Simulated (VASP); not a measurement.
# H3C2 (R-3m) in VASP: further runs, part 2 of 2

VASP 6.6.1. Earlier steps stand in the parts before.

## (3) Single point, PBE

This run uses another cell than the first one, of 7.10 Å³/atom.

File INCAR:

```
SYSTEM = H3C2
PREC = Accurate
ENCUT = 520
EDIFF = 1E-7
ISMEAR = 0
SIGMA = 0.1
LREAL = .False.
LASPH = .True.
NELM = 80
ALGO = Normal
ISIF = 2
LWAVE = .False.
LCHARG = .False.
GGA = PE
NBANDS = 14
```

File KPOINTS:

```
regular mesh
0
Gamma
  12 12 12
  0 0 0
```

File POSCAR:

```
H3C2
1.0
    1.2154605705      0.7017464876      6.9385964844
   -1.2154605705      0.7017464876      6.9385964844
    0.0000000000     -1.4034929751      6.9385964844
H C
3 2
Direct
    0.0000000000      0.0000000000      0.0000000000
    0.2575709973      0.2575709973      0.2575709973
    0.7424290027      0.7424290027      0.7424290027
    0.3862397428      0.3862397428      0.3862397428
    0.6137602572      0.6137602572      0.6137602572
```

Potentials or basis: VASP PAW PBE potentials, release 64 (H, C).

On the command line:

```sh
cat potpaw_PBE.64/H/POTCAR potpaw_PBE.64/C/POTCAR > POTCAR
mpirun -np 1 vasp_std > vasp.out
```

OUTCAR:

```text
SYSTEM = H3C2
   PREC = Accurate
   ENCUT = 520
   EDIFF = 1E-7
   ISMEAR = 0
   LREAL = .False.
   LASPH = .True.
   NELM = 80
   ISIF = 2
   GGA = PE

 ion  position               nearest neighbor table
   1  0.000  0.000  0.000-
   2  0.258  0.258  0.258-
   3  0.742  0.742  0.742-
   4  0.386  0.386  0.386-
   5  0.614  0.614  0.614-

  LATTYP: Found a trigonal (rhomboedric) cell.
 ALAT       =     7.0791181446
 COS(alpha) =     0.9410405499

  Lattice vectors:

 A1 = (   1.2154605705,   0.7017464876,   6.9385964844)
 A2 = (  -1.2154605705,   0.7017464876,   6.9385964844)
 A3 = (   0.0000000000,  -1.4034929751,   6.9385964844)

Analysis of symmetry for initial positions (statically):
=====================================================================
 Subroutine PRICEL returns:
 Original cell was already a primitive cell.

 Routine SETGRP: Setting up the symmetry group for a
 trigonal (rhombohedral) supercell.

 Subroutine GETGRP returns: Found 12 space group operations
 (whereof 12 operations were pure point group operations)
 out of a pool of 12 trial point group operations.

The static configuration has the point symmetry D_3d.

Analysis of symmetry for dynamics (positions and initial velocities):
=====================================================================
 Subroutine PRICEL returns:
 Original cell was already a primitive cell.

 Routine SETGRP: Setting up the symmetry group for a
 trigonal (rhombohedral) supercell.

 Subroutine GETGRP returns: Found 12 space group operations
 (whereof 12 operations were pure point group operations)
 out of a pool of 12 trial point group operations.

The dynamic configuration has the point symmetry D_3d.

 Subroutine INISYM returns: Found 12 space group operations
 (whereof 12 operations are pure point group operations),
 and found     1 'primitive' translations

----------------------------------------------------------------------------------------

                                     Primitive cell

  volume of cell :      35.5095

  direct lattice vectors                    reciprocal lattice vectors
     1.215460570  0.701746488  6.938596484     0.411366697  0.237502673  0.048040455
    -1.215460570  0.701746488  6.938596484    -0.411366697  0.237502673  0.048040455
     0.000000000 -1.403492975  6.938596484     0.000000000 -0.475005346  0.048040455

  length of vectors
     7.079118145  7.079118145  7.079118145     0.477428491  0.477428491  0.477428491

  position of ions in fractional coordinates (direct lattice)
     0.000000000  0.000000000  0.000000000
     0.257570997  0.257570997  0.257570997
     0.742429003  0.742429003  0.742429003
     0.386239743  0.386239743  0.386239743
     0.613760257  0.613760257  0.613760257

  ion indices of the primitive-cell ions
   primitive index   ion index
                 1           1
                 2           2
                 3           3
                 4           4
                 5           5

----------------------------------------------------------------------------------------

 KPOINTS: regular mesh

[... 29 lines left out ...]
  0.416667 -0.000000 -0.000000      6.000000
[... 16 lines left out ...]
  0.500000  0.166667  0.000000     12.000000
 -0.416667  0.166667  0.000000     12.000000
 [... further k-points ...]
   k-points           NKPTS =    189   k-points in BZ     NKDIM =    189   number of bands    NBANDS=     14
   number of dos      NEDOS =    301   number of ions     NIONS =      5
   total plane-waves  NPLWV = 157464
   dimension x,y,z NGX =    54 NGY =   54 NGZ =   54
   dimension x,y,z NGXF=   108 NGYF=  108 NGZF=  108
   ions per type =               3   2
   NGX,Y,Z   is equivalent  to a cutoff of  12.68, 12.68, 12.68 a.u.
   NGXF,Y,Z  is equivalent  to a cutoff of  25.36, 25.36, 25.36 a.u.
 SYSTEM =  H3C2
   PREC   = accura    normal or accurate (medium, high low for compatibility)
   ISTART =      0    job   : 0-new  1-cont  2-samecut
   ICHARG =      2    charge: 1-file 2-atom 10-const
   ISPIN  =      1    spin polarized calculation?
   LNONCOLLINEAR =      F non collinear calculations
   LSORBIT =      F    spin-orbit coupling
   LASPH  =      T    aspherical Exc in radial PAW
   ENCUT  =  520.0 eV  38.22 Ry    6.18 a.u.  13.16 13.16 13.16*2*pi/ulx,y,z
   NELM   =     80;   NELMIN=  2; NELMDL= -5     # of ELM steps
   EDIFF  = 0.1E-06   stopping-criterion for ELM
   LREAL  =      F    real-space projection
   EDIFFG = 0.1E-05   stopping-criterion for IOM
   NSW    =      0    number of steps for IOM
   IBRION =     -1    ionic relax: 0-MD 1-quasi-New 2-CG
   NFREE  =      0    steps in history (QN), initial steepest desc. (CG)
   ISIF   =      2    stress and relaxation
   ISYM   =      2    0-nonsym 1-usesym 2-fastsym
   POTIM  = 0.5000    time-step for ionic-motion
   TEBEG  =    0.0;   TEEND  =   0.0 temperature during run
   PSTRESS=    0.0 pullay stress
   NELECT =      11.0000    total number of electrons
   NUPDOWN=      -1.0000    fix difference up-down
   EMIN   =  10.00;   EMAX   =-10.00  energy-range for DOS
   EFERMI =   0.00;   METHOD = LEGACY
   ISMEAR =     0;   SIGMA  =   0.10  broadening in eV -4-tet -1-fermi 0-gaus
   EFERMI_NEDOS =   21; number of points for ismear=-14 and -15
   IALGO  =     38    algorithm
   IMIX   =      4    mixing-type and parameters
     AMIX     =   0.40;   BMIX     =  1.00
     AMIX_MAG =   1.60;   BMIX_MAG =  1.00
  volume/ion in A,a.u.               =       7.10        47.93
  Fermi-wavevector in a.u.,A,eV,Ry     =   1.107706  2.093260 16.694511  1.227012
  Thomas-Fermi vector in A             =   2.244223
   LORBIT       =      0    0 simple, 1 ext, 2 COOP (PROOUT), +10 PAW based schemes
   GGA     = PE    functional components
   LHFCALC =     F    Hartree Fock is set to
   AEXX    =    0.0000 exact exchange contribution
   IVDW    =     0    specifies the selected vdW correction
   LEPSILON=     F    determine dielectric tensor
   LRPA    =     F    only Hartree local field effects (RPA)
 non-spin polarized calculation
 Gauss-broadening in eV      SIGMA  =   0.10
  energy-cutoff  :      520.00
  volume of cell :       35.51
 maximum number of plane-waves:       981
 NGX is ok and might be reduce to    54
   NGX = 27   NGY = 27   NGZ = 27

 number of electron      11.0000000 magnetization

 Free energy of the ion-electron system (eV)
  ---------------------------------------------------
  ext. energy  EPLUGINS =         0.00000000
  ---------------------------------------------------
  free energy    TOTEN  =       -17.86474810 eV

  energy without entropy =      -17.86301075  energy(sigma->0) =      -17.86387943

 E-fermi :   2.1702     XC(G=0):  -9.0926

 val. band max:        2.1679320198   @ k =   0.4167   0.4167   0.1667
 cond. band min:       2.2003982566   @ k =   0.5000   0.2500   0.2500
 fundamental gap:      0.0324662369
 Fermi energy:         2.1701828862

 k-point     1 :       0.0000    0.0000    0.0000
  band No.  band energies     occupation
      1     -14.9967      2.00000
      2     -12.6749      2.00000
      3      -5.9470      2.00000
      4       0.9182      2.00000
      5       5.9473      0.00000
      6       6.1400      0.00000
      7       6.1400      0.00000
      8       6.4756      0.00000
      9       6.4756      0.00000
     10      12.2269      0.00000
     11      13.3967      0.00000
     12      14.6619      0.00000
     13      14.8670      0.00000
     14      22.4175      0.00000
[... 377 lines left out ...]
      1      -7.7089      2.00000
      2      -6.9925      2.00000
      3      -6.2792      2.00000
      4      -4.4428      2.00000
      5      -0.8496      2.00000
      6       1.0770      2.00000
      7       1.6957      2.00000
      8       2.5728      0.00000
      9       6.6001      0.00000
     10      11.0112      0.00000
     11      11.7255      0.00000
     12      14.5334      0.00000
     13      14.6795      0.00000
     14      17.3605      0.00000

 [... further k-points ...]
[... 5 lines left out ...]
  --------------------------------------------------------------------------------------
  -------------------------------------------------------------------------------------
  Total       -0.0438369     -0.0438369     -0.0864458      0.0000000     -0.0000000      0.0000000
  in kB       -1.9779085     -1.9779085     -3.9004127      0.0000000     -0.0000000      0.0000000
  external PRESSURE =      -2.6187433 kB  Pullay stress =       0.0000000 kB

 VOLUME and BASIS-vectors are now :
 -----------------------------------------------------------------------------
  energy-cutoff  :      520.00
  volume of cell :       35.51
      direct lattice vectors                 reciprocal lattice vectors
     1.215460570  0.701746488  6.938596484     0.411366697  0.237502673  0.048040455
    -1.215460570  0.701746488  6.938596484    -0.411366697  0.237502673  0.048040455
     0.000000000 -1.403492975  6.938596484     0.000000000 -0.475005346  0.048040455

 POSITION                                       TOTAL-FORCE (eV/Angst)
 -----------------------------------------------------------------------------------
      0.00000      0.00000      0.00000        -0.000000     -0.000000      0.000000
      0.00000      0.00000      5.36154         0.000000     -0.000000     -0.009160
      0.00000      0.00000     15.45425         0.000000      0.000000      0.009160
      0.00000      0.00000      8.03989         0.000000     -0.000000     -0.021157
      0.00000      0.00000     12.77590         0.000000      0.000000      0.021157
 -----------------------------------------------------------------------------------
    total drift:                               -0.000000     -0.000000      0.000000

  FREE ENERGIE OF THE ION-ELECTRON SYSTEM (eV)
  ---------------------------------------------------
  free  energy   TOTEN  =       -17.8647481047 eV

  energy  without entropy=      -17.8630107545  energy(sigma->0) =      -17.86387943
```

stdout:

```text
POSCAR found type information on POSCAR H C
 POSCAR found :  2 types and       5 ions
 scaLAPACK will be used
 LDA part: xc-table for (Slater+PW92), standard interpolation
 POSCAR, INCAR and KPOINTS ok, starting setup
 FFT: planning ... GRIDC
 FFT: planning ... GRID_SOFT
 FFT: planning ... GRID
 WAVECAR not read
 entering main loop
```

It took 5.6 min on 1 thread of Intel Xeon 6975P-C (Granite Rapids), shared host; peak memory 0.41 GiB.

Results:

```
Free energy            : -17.8647 eV
Pressure               : -0.3 GPa
Largest force          : 0.021 eV/Å
Band gap on the k mesh : zero (an odd number of electrons rules out a gap without spin polarisation)
```

Forces on the atoms (eV/Å):
```
H    0.000  0.000  0.000
H    0.000  0.000 -0.009
H    0.000  0.000  0.009
C    0.000  0.000 -0.021
C    0.000  0.000  0.021
```

Levels at points of the mesh, in eV from the Fermi level:
| k point | band 2 | band 3 | band 4 | band 5 | band 6 | band 7 | band 8 | band 9 |
| --- | --- | --- | --- | --- | --- | --- | --- | --- |
| (0.00, 0.00, 0.00) | -14.85 | -8.12 | -1.25 | 3.78 | 3.97 | 3.97 | 4.31 | 4.31 |
| (0.50, 0.00, 0.00) | -9.75 | -8.98 | -6.99 | -1.53 | -0.40 | 1.25 | 2.24 | 2.78 |
| (0.50, 0.50, 0.00) | -9.75 | -8.99 | -6.99 | -1.47 | -0.42 | 1.25 | 2.24 | 2.75 |
| (0.50, 0.50, 0.50) | -14.87 | -8.00 | -1.79 | 3.97 | 3.97 | 4.31 | 4.31 | 5.24 |

Caveat: an odd number of electrons without spin polarisation forces a metal; a magnetic or distorted state may lie lower.

The gap in the log of VASP goes by the Fermi energy; the results here count the filled bands.